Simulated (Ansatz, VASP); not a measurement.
# One calculation of Mo, two programs

```
Mo
1.0
    14.00000    0.00000    0.00000
     0.00000   14.40000    0.00000
     0.00000    0.00000   14.80000
Mo
1
Direct
  0.50000 0.50000 0.50000
```

Alike in both runs: task single point; functional r2SCAN; k mesh 1 × 1 × 1; occupations fermi-dirac, width 0.01 eV; collinear spin.

```csv
,VASP,Ansatz
version,VASP 6.6.1,Ansatz 0.2.0
potentials or method,"VASP PAW PBE potentials, release 64 (Mo_sv), cutoff 520 eV","plane waves (500 eV) with PAW, scalar-relativistic"
valence electrons in the cell,14,14
```

|  | VASP | Ansatz | Ansatz less VASP |
| --- | --- | --- | --- |
| gap on the k mesh at the Fermi level (eV) | 3.69 | 3.70 | +0.013 |
| net moment per atom (μB) | 6.00 | 6.00 | 0.000 |
| size of the moment on the site where the two differ most (μB) | 4.31 | 6.00 | +1.686 |

VASP's potentials were made for PBE, not for r2SCAN. Site moments also hang on the region over which each program counts them. Ansatz's warnings: stability check not made, xc potential rough in thin density.
